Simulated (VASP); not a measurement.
The system is MgS.

```
CELL_PARAMETERS angstrom
3.26282 0.00000 0.00000
0.00000 3.26282 0.00000
0.00000 0.00000 3.26282
ATOMIC_POSITIONS crystal
Mg 0.00000 0.00000 0.00000
S 0.50000 0.50000 0.50000
```

Base run:

| Item | Value |
| --- | --- |
| Program | VASP 6.6.1 |
| Functional | PBE |
| Potentials or basis | VASP PAW PBE potentials, release 64 (Mg, S) |
| Cutoff | 520 eV |
| k mesh | 8 × 8 × 8 |
| Occupations | fermi-dirac, width 0.02 eV |
| Spin | no spin polarisation |

Its results: band gap on the k mesh zero (bands 4 and 5 overlap by 0.25 eV); pressure 0.4 GPa.

The run is repeated on the same cell with these changes: functional from PBE to LDA; potentials or basis from VASP PAW PBE potentials, release 64 (Mg, S) to VASP PAW LDA potentials, release 64 (Mg, S). What comes out?

Band gap on the k mesh zero (bands 4 and 5 overlap by 0.42 eV); pressure -3.9 GPa.

Caveats: semilocal functionals underestimate gaps, so a narrow gap can read as zero; the cell stands under tension (at least some runs).
